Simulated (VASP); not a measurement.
# SnO2 (P1) in VASP: single point with PBE

Aim: the single point of SnO2 with PBE.

Program: VASP 6.6.1. These are calculated values, not measurements. Logs are shortened: lines on timing, memory, paths and dates and some standing lists are left out, and cuts for length are marked.

## (1) The cell of the first run

The typed cell holds 6 atoms: a = 4.737 Å, b = 4.737 Å, c = 3.186 Å, α = 90.00°, β = 90.00°, γ = 90.00°.

## (2) Single point, PBE (atoms moved at random)

Contents of INCAR:

```
SYSTEM = SnO2
PREC = Accurate
ENCUT = 520
EDIFF = 1E-6
ISMEAR = 0
SIGMA = 0.05
LREAL = .False.
LASPH = .True.
NELM = 100
ALGO = Normal
ISIF = 2
LWAVE = .False.
LCHARG = .False.
GGA = PE
NBANDS = 35
```

Contents of KPOINTS:

```
Automatic mesh
0
Gamma
  6 6 8
  0 0 0
```

Contents of POSCAR:

```
SnO2
1.0
    4.7373500000      0.0000000000      0.0000000000
    0.0000000000      4.7373500000      0.0000000000
    0.0000000000      0.0000000000      3.1864000000
Sn O
2 4
Direct
   -0.0077281813      0.0008249824     -0.0008342746
    0.5100180777      0.5005698134      0.4919127041
    0.2948596595      0.2951039379     -0.0049263583
    0.2022876487      0.8037699259      0.4995533946
    0.7025554924      0.6975660909      0.0010149697
    0.7980073030      0.2021652495      0.5132795645
```

Potentials or basis: VASP PAW PBE potentials, release 64 (Sn_d, O).

Started as:

```console
cat potpaw_PBE.64/Sn_d/POTCAR potpaw_PBE.64/O/POTCAR > POTCAR
mpirun -np 1 vasp_std > vasp.out
```

OUTCAR:

```text
SYSTEM = SnO2
   PREC = Accurate
   ENCUT = 520
   EDIFF = 1E-6
   ISMEAR = 0
   LREAL = .False.
   LASPH = .True.
   NELM = 100
   ISIF = 2
   GGA = PE

 ion  position               nearest neighbor table
   1  0.992  0.001  0.999-   5 1.99   3 2.00   6 2.04   4 2.10   4 2.10   6 2.11   2 3.65   2 3.65
                             2 3.67   2 3.67   2 3.75   2 3.75
   2  0.510  0.501  0.492-   6 1.97   5 2.04   4 2.05   5 2.08   3 2.12   3 2.13   1 3.65   1 3.65
                             1 3.67   1 3.67   1 3.75   1 3.75
   3  0.295  0.295  0.995-   1 2.00   2 2.12   2 2.13
   4  0.202  0.804  0.500-   2 2.05   1 2.10   1 2.10
   5  0.703  0.698  0.001-   1 1.99   2 2.04   2 2.08
   6  0.798  0.202  0.513-   2 1.97   1 2.04   1 2.11

  LATTYP: Found a simple tetragonal cell.
 ALAT       =     4.7373500000
 C/A-ratio  =     0.6726123255

  Lattice vectors:

 A1 = (   4.7373500000,   0.0000000000,   0.0000000000)
 A2 = (   0.0000000000,   4.7373500000,   0.0000000000)
 A3 = (   0.0000000000,   0.0000000000,   3.1864000000)

Analysis of symmetry for initial positions (statically):
=====================================================================
 Subroutine PRICEL returns:
 Original cell was already a primitive cell.

 Routine SETGRP: Setting up the symmetry group for a
 simple tetragonal supercell.

 Subroutine GETGRP returns: Found  1 space group operations
 (whereof  1 operations were pure point group operations)
 out of a pool of 16 trial point group operations.

The static configuration has the point symmetry C_1 .

Analysis of symmetry for dynamics (positions and initial velocities):
=====================================================================
 Subroutine PRICEL returns:
 Original cell was already a primitive cell.

 Routine SETGRP: Setting up the symmetry group for a
 simple tetragonal supercell.

 Subroutine GETGRP returns: Found  1 space group operations
 (whereof  1 operations were pure point group operations)
 out of a pool of 16 trial point group operations.

The dynamic configuration has the point symmetry C_1 .

 Subroutine INISYM returns: Found  1 space group operations
 (whereof  1 operations are pure point group operations),
 and found     1 'primitive' translations

----------------------------------------------------------------------------------------

                                     Primitive cell

  volume of cell :      71.5107

  direct lattice vectors                    reciprocal lattice vectors
     4.737350000  0.000000000  0.000000000     0.211088478  0.000000000  0.000000000
     0.000000000  4.737350000  0.000000000     0.000000000  0.211088478  0.000000000
     0.000000000  0.000000000  3.186400000     0.000000000  0.000000000  0.313833794

  length of vectors
     4.737350000  4.737350000  3.186400000     0.211088478  0.211088478  0.313833794

  position of ions in fractional coordinates (direct lattice)
     0.992271819  0.000824982  0.999165725
     0.510018078  0.500569813  0.491912704
     0.294859659  0.295103938  0.995073642
     0.202287649  0.803769926  0.499553395
     0.702555492  0.697566091  0.001014970
     0.798007303  0.202165249  0.513279565

  ion indices of the primitive-cell ions
   primitive index   ion index
                 1           1
                 2           2
                 3           3
                 4           4
                 5           5
                 6           6

----------------------------------------------------------------------------------------

 KPOINTS: Automatic mesh

Automatic generation of k-mesh.
 Grid dimensions read from file:
 generate k-points for:    6    6    8

 Generating k-lattice:

  Cartesian coordinates                     Fractional coordinates (reciprocal lattice)
     0.035181413  0.000000000  0.000000000     0.166666667  0.000000000  0.000000000
     0.000000000  0.035181413  0.000000000     0.000000000  0.166666667  0.000000000
     0.000000000  0.000000000  0.039229224     0.000000000  0.000000000  0.125000000

  Length of vectors
     0.035181413  0.035181413  0.039229224

  Shift w.r.t. Gamma in fractional coordinates (k-lattice)
     0.000000000  0.000000000  0.000000000

 Subroutine IBZKPT returns following result:
 ===========================================

 Found    148 irreducible k-points:

 Following reciprocal coordinates:
            Coordinates               Weight
  0.000000  0.000000  0.000000      1.000000
  0.166667  0.000000  0.000000      2.000000
  0.000000  0.166667  0.000000      2.000000
  0.333333  0.000000  0.000000      2.000000
  0.000000  0.333333  0.000000      2.000000
  0.500000  0.000000  0.000000      1.000000
[... 16 lines left out ...]
  0.000000  0.166667  0.125000      2.000000
 -0.166667  0.000000  0.125000      2.000000
 [... further k-points ...]
   k-points           NKPTS =    148   k-points in BZ     NKDIM =    148   number of bands    NBANDS=     35
   number of dos      NEDOS =    301   number of ions     NIONS =      6
   total plane-waves  NPLWV =  31104
   dimension x,y,z NGX =    36 NGY =   36 NGZ =   24
   dimension x,y,z NGXF=    72 NGYF=   72 NGZF=   48
   ions per type =               2   4
   NGX,Y,Z   is equivalent  to a cutoff of  12.63, 12.63, 12.52 a.u.
   NGXF,Y,Z  is equivalent  to a cutoff of  25.27, 25.27, 25.04 a.u.
 SYSTEM =  SnO2
   PREC   = accura    normal or accurate (medium, high low for compatibility)
   ISTART =      0    job   : 0-new  1-cont  2-samecut
   ICHARG =      2    charge: 1-file 2-atom 10-const
   ISPIN  =      1    spin polarized calculation?
   LNONCOLLINEAR =      F non collinear calculations
   LSORBIT =      F    spin-orbit coupling
   LASPH  =      T    aspherical Exc in radial PAW
   ENCUT  =  520.0 eV  38.22 Ry    6.18 a.u.   8.81  8.81  5.92*2*pi/ulx,y,z
   NELM   =    100;   NELMIN=  2; NELMDL= -5     # of ELM steps
   EDIFF  = 0.1E-05   stopping-criterion for ELM
   LREAL  =      F    real-space projection
   EDIFFG = 0.1E-04   stopping-criterion for IOM
   NSW    =      0    number of steps for IOM
   IBRION =     -1    ionic relax: 0-MD 1-quasi-New 2-CG
   NFREE  =      0    steps in history (QN), initial steepest desc. (CG)
   ISIF   =      2    stress and relaxation
   ISYM   =      2    0-nonsym 1-usesym 2-fastsym
   POTIM  = 0.5000    time-step for ionic-motion
   TEBEG  =    0.0;   TEEND  =   0.0 temperature during run
   PSTRESS=    0.0 pullay stress
   NELECT =      52.0000    total number of electrons
   NUPDOWN=      -1.0000    fix difference up-down
   EMIN   =  10.00;   EMAX   =-10.00  energy-range for DOS
   EFERMI =   0.00;   METHOD = LEGACY
   ISMEAR =     0;   SIGMA  =   0.05  broadening in eV -4-tet -1-fermi 0-gaus
   EFERMI_NEDOS =   21; number of points for ismear=-14 and -15
   IALGO  =     38    algorithm
   IMIX   =      4    mixing-type and parameters
     AMIX     =   0.40;   BMIX     =  1.00
     AMIX_MAG =   1.60;   BMIX_MAG =  1.00
  volume/ion in A,a.u.               =      11.92        80.43
  Fermi-wavevector in a.u.,A,eV,Ry     =   1.472150  2.781961 29.486913  2.167227
  Thomas-Fermi vector in A             =   2.587200
   LORBIT       =      0    0 simple, 1 ext, 2 COOP (PROOUT), +10 PAW based schemes
   GGA     = PE    functional components
   LHFCALC =     F    Hartree Fock is set to
   AEXX    =    0.0000 exact exchange contribution
   IVDW    =     0    specifies the selected vdW correction
   LEPSILON=     F    determine dielectric tensor
   LRPA    =     F    only Hartree local field effects (RPA)
 non-spin polarized calculation
 Gauss-broadening in eV      SIGMA  =   0.05
  energy-cutoff  :      520.00
  volume of cell :       71.51
 maximum number of plane-waves:      1992
   NGX = 17   NGY = 17   NGZ = 11

 number of electron      51.9999997 magnetization

 Free energy of the ion-electron system (eV)
  ---------------------------------------------------
  ext. energy  EPLUGINS =         0.00000000
  ---------------------------------------------------
  free energy    TOTEN  =       -36.96329017 eV

  energy without entropy =      -36.96329017  energy(sigma->0) =      -36.96329017

 E-fermi :   6.5635     XC(G=0): -11.2718

 val. band max:        6.2606565063   @ k =   0.0000   0.0000   0.0000
 cond. band min:       7.2516888182   @ k =   0.0000   0.0000   0.0000
 fundamental gap:      0.9910323120
 Fermi energy:         6.5634820033

 k-point     1 :       0.0000    0.0000    0.0000
  band No.  band energies     occupation
      1     -15.0460      2.00000
      2     -14.1517      2.00000
      3     -13.9809      2.00000
      4     -13.9503      2.00000
      5     -13.9326      2.00000
      6     -13.8905      2.00000
[... 27 lines left out ...]
     34      18.5853      0.00000
     35      18.7184      0.00000

 k-point     2 :       0.1667    0.0000    0.0000
  band No.  band energies     occupation
      1     -15.0041      2.00000
      2     -14.2166      2.00000
      3     -13.9921      2.00000
      4     -13.9500      2.00000
      5     -13.9308      2.00000
      6     -13.8896      2.00000
[... 27 lines left out ...]
     34      18.4789      0.00000
     35      18.6315      0.00000

 k-point     3 :       0.0000    0.1667    0.0000
  band No.  band energies     occupation
      1     -15.0018      2.00000
      2     -14.2299      2.00000
      3     -13.9863      2.00000
      4     -13.9496      2.00000
      5     -13.9309      2.00000
      6     -13.8897      2.00000
[... 27 lines left out ...]
     34      18.4307      0.00000
     35      18.6498      0.00000
[... 723 lines left out ...]
 k-point    23 :       0.0000    0.1667    0.1250
  band No.  band energies     occupation
      1     -14.9539      2.00000
      2     -14.2449      2.00000
      3     -14.0560      2.00000
      4     -14.0260      2.00000
      5     -13.9316      2.00000
      6     -13.8840      2.00000
[... 27 lines left out ...]
     34      18.2557      0.00000
     35      18.7144      0.00000

 k-point    24 :      -0.1667    0.0000    0.1250
  band No.  band energies     occupation
      1     -14.9526      2.00000
      2     -14.2320      2.00000
      3     -14.0811      2.00000
      4     -14.0106      2.00000
      5     -13.9325      2.00000
      6     -13.8869      2.00000
[... 27 lines left out ...]
     34      18.2991      0.00000
     35      18.6392      0.00000

 [... further k-points ...]
[... 5 lines left out ...]
  --------------------------------------------------------------------------------------
  -------------------------------------------------------------------------------------
  Total        4.8350723      5.2556877      4.8766169      0.0968331     -0.5034806      0.1333685
  in kB      108.3283977    117.7521647    109.2591916      2.1695168    -11.2803375      2.9880823
  external PRESSURE =     111.7799180 kB  Pullay stress =       0.0000000 kB

 VOLUME and BASIS-vectors are now :
 -----------------------------------------------------------------------------
  energy-cutoff  :      520.00
  volume of cell :       71.51
      direct lattice vectors                 reciprocal lattice vectors
     4.737350000  0.000000000  0.000000000     0.211088478  0.000000000  0.000000000
     0.000000000  4.737350000  0.000000000     0.000000000  0.211088478  0.000000000
     0.000000000  0.000000000  3.186400000     0.000000000  0.000000000  0.313833794

 POSITION                                       TOTAL-FORCE (eV/Angst)
 -----------------------------------------------------------------------------------
      4.70074      0.00391      3.18374         1.129238     -0.063597      0.422141
      2.41613      2.37137      1.56743        -1.963547      0.092717      0.340414
      1.39685      1.39801      3.17070         1.225944      1.221724      0.071995
      0.95831      3.80774      1.59178        -0.536499      0.300672     -0.035781
      3.32825      3.30461      0.00323        -0.603518     -0.592203     -0.230405
      3.78044      0.95773      1.63551         0.748383     -0.959312     -0.568364
 -----------------------------------------------------------------------------------
    total drift:                               -0.000154     -0.000046      0.000271

  FREE ENERGIE OF THE ION-ELECTRON SYSTEM (eV)
  ---------------------------------------------------
  free  energy   TOTEN  =       -36.9632901658 eV

  energy  without entropy=      -36.9632901658  energy(sigma->0) =      -36.96329017
```

Wall time 3.4 min (1 thread of AMD EPYC 9R45 (Zen 5), shared host); peak memory 0.35 GiB.

Results:

```
Free energy            : -36.9633 eV
Pressure               : 11.2 GPa
Largest force          : 1.995 eV/Å
Band gap on the k mesh : 0.99 eV
```

Forces in eV/Å, atoms in the order of the input:
```
Sn   1.129 -0.064  0.422
Sn  -1.964  0.093  0.340
O    1.226  1.222  0.072
O   -0.536  0.301 -0.036
O   -0.604 -0.592 -0.230
O    0.748 -0.959 -0.568
```

Levels at points of the mesh, in eV from the valence-band top:
```
           k point  band 24  band 25  band 26  band 27  band 28  band 29
(0.00, 0.00, 0.00)    -0.95    -0.88     0.00     0.99     6.01     6.14
(0.50, 0.00, 0.00)    -1.07    -0.97    -0.39     4.24     4.37     7.01
(0.00, 0.50, 0.00)    -1.23    -0.72    -0.63     4.27     4.37     7.14
(0.50, 0.50, 0.00)    -1.36    -1.00    -0.95     4.84     4.98     7.49
(0.00, 0.00, 0.50)    -1.85    -1.23    -1.20     5.82     6.01     9.35
(0.50, 0.00, 0.50)    -1.15    -0.80    -0.79     6.11     6.30     7.81
(0.00, 0.50, 0.50)    -1.26    -0.70    -0.69     6.06     6.32     7.80
(0.50, 0.50, 0.50)    -1.14    -0.72    -0.70     4.27     4.38     9.01
```

Caveat: the cell differs from its parent crystal (atoms moved at random); the cell stands under pressure; spin-orbit coupling is left out, which moves the levels of the heavy elements; forces of over 1 eV/Å act on the atoms, so gaps and moduli don't describe the material at rest.
